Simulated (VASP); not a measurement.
# Ag (Fm-3m) in VASP: notebook

Ag is run at these levels: PBEsol; tasks: single point.

Everything below comes from runs of VASP 6.6.1. Logs are shortened: lines on timing, memory, paths and dates and some standing lists are left out, and cuts for length are marked.

**1. The cell of the first run**

The structure is cubic, space group Fm-3m (No. 225). Conventional cell: a = 3.883 Å, b = 3.883 Å, c = 3.883 Å, α = 90.00°, β = 90.00°, γ = 90.00°. Within 3.6 Å of Ag (site symmetry m-3m) lie 12 Ag at 2.75 Å.

**2. Single point, PBEsol (volume scaled by 0.88)**

INCAR

```
PREC     = Accurate       # precision mode
ENCUT    = 520            # plane-wave cutoff, eV
EDIFF    = 1E-6           # SCF threshold, eV
ISMEAR   = -1             # smearing method
SIGMA    = 0.1            # smearing width, eV
LREAL    = F              # projectors in reciprocal space
LASPH    = T              # aspherical terms in the spheres
NELM     = 60             # most SCF steps
ALGO     = Normal         # electronic algorithm
ISIF     = 2              # what is computed and relaxed
LWAVE    = F              # write WAVECAR
LCHARG   = F              # write CHGCAR
GGA      = PS             # functional
NBANDS   = 12             # bands
```

KPOINTS

```
regular mesh
0
Gamma
  22 22 22
```

POSCAR

```
Ag
1.0
    0.0000000000      1.9416140728      1.9416140728
    1.9416140728      0.0000000000      1.9416140728
    1.9416140728      1.9416140728      0.0000000000
Ag
1
Direct
    0.0000000000      0.0000000000      0.0000000000
```

Potentials or basis: VASP PAW PBE potentials, release 64 (Ag).

Run with:

```sh
cat potpaw_PBE.64/Ag/POTCAR > POTCAR
mpirun -np 1 vasp_std > vasp.out
```

OUTCAR:

```text
PREC = Accurate
   ENCUT = 520
   EDIFF = 1E-6
   ISMEAR = -1
   LREAL = F
   LASPH = T
   NELM = 60
   ISIF = 2
   GGA = PS

 ion  position               nearest neighbor table
   1  0.000  0.000  0.000-

  LATTYP: Found a face centered cubic cell.
 ALAT       =     3.8832281456

  Lattice vectors:

 A1 = (   0.0000000000,   1.9416140728,   1.9416140728)
 A2 = (   1.9416140728,   0.0000000000,   1.9416140728)
 A3 = (   1.9416140728,   1.9416140728,   0.0000000000)

Analysis of symmetry for initial positions (statically):
=====================================================================
 Subroutine PRICEL returns:
 Original cell was already a primitive cell.

 Routine SETGRP: Setting up the symmetry group for a
 face centered cubic supercell.

 Subroutine GETGRP returns: Found 48 space group operations
 (whereof 48 operations were pure point group operations)
 out of a pool of 48 trial point group operations.

The static configuration has the point symmetry O_h .

Analysis of symmetry for dynamics (positions and initial velocities):
=====================================================================
 Subroutine PRICEL returns:
 Original cell was already a primitive cell.

 Routine SETGRP: Setting up the symmetry group for a
 face centered cubic supercell.

 Subroutine GETGRP returns: Found 48 space group operations
 (whereof 48 operations were pure point group operations)
 out of a pool of 48 trial point group operations.

The dynamic configuration has the point symmetry O_h .

 Subroutine INISYM returns: Found 48 space group operations
 (whereof 48 operations are pure point group operations),
 and found     1 'primitive' translations

----------------------------------------------------------------------------------------

                                     Primitive cell

  volume of cell :      14.6392

  direct lattice vectors                    reciprocal lattice vectors
     0.000000000  1.941614073  1.941614073    -0.257517705  0.257517705  0.257517705
     1.941614073  0.000000000  1.941614073     0.257517705 -0.257517705  0.257517705
     1.941614073  1.941614073  0.000000000     0.257517705  0.257517705 -0.257517705

  length of vectors
     2.745856955  2.745856955  2.745856955     0.446033749  0.446033749  0.446033749

  position of ions in fractional coordinates (direct lattice)
     0.000000000  0.000000000  0.000000000

  ion indices of the primitive-cell ions
   primitive index   ion index
                 1           1

[... 79 lines left out ...]
   POTIM  = 0.5000    time-step for ionic-motion
   TEBEG  =    0.0;   TEEND  =   0.0 temperature during run
   PSTRESS=    0.0 pullay stress
   NELECT =      11.0000    total number of electrons
   NUPDOWN=      -1.0000    fix difference up-down
   EMIN   =  10.00;   EMAX   =-10.00  energy-range for DOS
   EFERMI =   0.00;   METHOD = LEGACY
   ISMEAR =    -1;   SIGMA  =   0.10  broadening in eV -4-tet -1-fermi 0-gaus
   EFERMI_NEDOS =   21; number of points for ismear=-14 and -15
   IALGO  =     38    algorithm
   IMIX   =      4    mixing-type and parameters
     AMIX     =   0.40;   BMIX     =  1.00
     AMIX_MAG =   1.60;   BMIX_MAG =  1.00
  volume/ion in A,a.u.               =      14.64        98.79
  Fermi-wavevector in a.u.,A,eV,Ry     =   1.488331  2.812537 30.138656  2.215129
  Thomas-Fermi vector in A             =   2.601379
   LORBIT       =      0    0 simple, 1 ext, 2 COOP (PROOUT), +10 PAW based schemes
   GGA     = PS    functional components
   LHFCALC =     F    Hartree Fock is set to
   AEXX    =    0.0000 exact exchange contribution
   IVDW    =     0    specifies the selected vdW correction
   LEPSILON=     F    determine dielectric tensor
   LRPA    =     F    only Hartree local field effects (RPA)
 non-spin polarized calculation
  energy-cutoff  :      520.00
  volume of cell :       14.64
 maximum number of plane-waves:       411
   NGX = 11   NGY = 11   NGZ = 11

 number of electron      11.0000004 magnetization

 Free energy of the ion-electron system (eV)
  ---------------------------------------------------
  ext. energy  EPLUGINS =         0.00000000
  ---------------------------------------------------
  free energy    TOTEN  =        -3.19653837 eV

  energy without entropy =       -3.18962201  energy(sigma->0) =       -3.19308019

 E-fermi :  10.5895     XC(G=0): -13.3460

 val. band max:       10.5588015401   @ k =   0.5000   0.3182   0.1364
 cond. band min:      10.6428573207   @ k =   0.4545   0.3182   0.0000
 fundamental gap:      0.0840557806
 Fermi energy:        10.5894992073

 k-point     1 :       0.0000    0.0000    0.0000
  band No.  band energies     occupation
      1       1.5102      2.00000
      2       5.1454      2.00000
      3       5.1454      2.00000
      4       5.1454      2.00000
      5       6.5133      2.00000
      6       6.5133      2.00000
      7      26.7668      0.00000
      8      31.2512      0.00000
      9      31.2512      0.00000
     10      31.2512      0.00000
     11      36.5059      0.00000
     12      38.8316      0.00000
[... 331 lines left out ...]
 k-point    24 :      -0.4545    0.0455    0.0000
  band No.  band energies     occupation
      1       3.1309      2.00000
      2       5.0878      2.00000
      3       5.1506      2.00000
      4       7.3332      2.00000
      5       7.4993      2.00000
      6       9.7393      1.99959
      7      15.3162      0.00000
      8      26.0614      0.00000
      9      29.4173      0.00000
     10      29.9553      0.00000
     11      35.8011      0.00000
     12      35.9111      0.00000

 [... further k-points ...]

------------------------ aborting loop because EDIFF is reached ----------------------------------------

  FORCE on cell =-STRESS in cart. coord.  units (eV):
  Direction    XX          YY          ZZ          XY          YZ          ZX
  --------------------------------------------------------------------------------------
  -------------------------------------------------------------------------------------
  Total        1.9816820      1.9816820      1.9816820     -0.0000000      0.0000000      0.0000000
  in kB      216.8831507    216.8831507    216.8831507     -0.0000000      0.0000000      0.0000000
  external PRESSURE =     216.8831507 kB  Pullay stress =       0.0000000 kB

 VOLUME and BASIS-vectors are now :
 -----------------------------------------------------------------------------
  energy-cutoff  :      520.00
  volume of cell :       14.64
      direct lattice vectors                 reciprocal lattice vectors
     0.000000000  1.941614073  1.941614073    -0.257517705  0.257517705  0.257517705
     1.941614073  0.000000000  1.941614073     0.257517705 -0.257517705  0.257517705
     1.941614073  1.941614073  0.000000000     0.257517705  0.257517705 -0.257517705

 POSITION                                       TOTAL-FORCE (eV/Angst)
 -----------------------------------------------------------------------------------
      0.00000      0.00000      0.00000         0.000000     -0.000000     -0.000000
 -----------------------------------------------------------------------------------
    total drift:                                0.000000      0.000000      0.000000

  FREE ENERGIE OF THE ION-ELECTRON SYSTEM (eV)
  ---------------------------------------------------
  free  energy   TOTEN  =        -3.1965383708 eV

  energy  without entropy=       -3.1896220129  energy(sigma->0) =       -3.19308019
```

OSZICAR:

```text
N       E                     dE             d eps       ncg     rms          rms(c)
DAV:   1     0.517411241221E+02    0.51741E+02   -0.55290E+03  7960   0.842E+02
DAV:   2    -0.277398341674E+01   -0.54515E+02   -0.51670E+02  9280   0.201E+02
DAV:   3    -0.358589303336E+01   -0.81191E+00   -0.81148E+00  9280   0.254E+01
DAV:   4    -0.358819449920E+01   -0.23015E-02   -0.23014E-02  9160   0.141E+00
DAV:   5    -0.358820954179E+01   -0.15043E-04   -0.15041E-04  9308   0.101E-01    0.842E+00
DAV:   6    -0.322242721136E+01    0.36578E+00   -0.12439E+00  8940   0.103E+01    0.479E+00
DAV:   7    -0.320220604451E+01    0.20221E-01   -0.29640E-02  9132   0.158E+00    0.247E+00
DAV:   8    -0.319653193313E+01    0.56741E-02   -0.11504E-03  9088   0.301E-01    0.171E-01
DAV:   9    -0.319653671730E+01   -0.47842E-05   -0.93022E-06  9092   0.259E-02    0.212E-02
DAV:  10    -0.319653872204E+01   -0.20047E-05   -0.25989E-06  9440   0.113E-02    0.769E-03
DAV:  11    -0.319653837080E+01    0.35125E-06   -0.11478E-07  4852   0.301E-03
   1 F= -.31965384E+01 E0= -.31930802E+01  d E =-.691636E-02
```

stdout:

```text
POSCAR found type information on POSCAR Ag
 POSCAR found :  1 types and       1 ions
 scaLAPACK will be used
 -----------------------------------------------------------------------------
|                                                                             |
|                                                                             |
|     You enforced a specific xc type in the INCAR file but a different       |
|     I HOPE YOU KNOW WHAT YOU ARE DOING!                                     |
|                                                                             |
 -----------------------------------------------------------------------------

 LDA part: xc-table for (Slater+PW92), standard interpolation
 POSCAR, INCAR and KPOINTS ok, starting setup
 FFT: planning ... GRIDC
 FFT: planning ... GRID_SOFT
 FFT: planning ... GRID
 WAVECAR not read
 entering main loop
```

Run time: 21 s. Hardware: 1 thread of Intel Xeon Platinum 8559C (Emerald Rapids), shared host; peak memory 0.16 GiB.

What came out:

```yaml
Free_energy: -3.1965 eV
Pressure: 21.7 GPa
```

Caveat: the PAW data sets were made with another functional, which shifts forces and pressure a little.

**3. Single point, PBEsol (volume scaled by 0.92)**

INCAR

```
SYSTEM = Ag
PREC = Accurate
ENCUT = 520
EDIFF = 1E-6
ISMEAR = -1
SIGMA = 0.1
LREAL = .FALSE.
LASPH = .TRUE.
NELM = 100
ALGO = Normal
ISIF = 2
LWAVE = .FALSE.
LCHARG = .FALSE.
GGA = PS
NBANDS = 12
```

KPOINTS

```
regular mesh
0
G
  22 22 22
  0 0 0
```

POSCAR

```
Ag
1.0
    0.0000000000      1.9705976603      1.9705976603
    1.9705976603      0.0000000000      1.9705976603
    1.9705976603      1.9705976603      0.0000000000
Ag
1
Direct
    0.0000000000      0.0000000000      0.0000000000
```

Potentials or basis: VASP PAW PBE potentials, release 64 (Ag).

Run with:

```sh
cat potpaw_PBE.64/Ag/POTCAR > POTCAR
mpirun -np 1 vasp_std > vasp.out
```

Run time: 20 s. Hardware: 1 thread of Intel Xeon Platinum 8559C (Emerald Rapids), shared host; peak memory 0.18 GiB.

It converged, with:

* Free energy: -3.2671 eV
* Pressure: 12.4 GPa

Levels at points of the mesh, in eV from the Fermi level:
```tsv
k point	band 2	band 3	band 4	band 5	band 6	band 7	band 8	band 9	band 10	band 11
(0.00, 0.00, 0.00)	-5.23	-5.23	-5.23	-3.96	-3.96	16.15	20.37	20.37	20.37	25.48
(0.50, 0.00, 0.00)	-5.26	-5.26	-3.00	-3.00	-0.79	4.20	15.40	18.90	18.90	24.41
(0.50, 0.50, 0.00)	-7.04	-3.03	-2.74	-2.74	1.41	7.59	11.13	11.13	18.50	18.66
```

Caveat: the PAW data sets were made with another functional, which shifts forces and pressure a little.
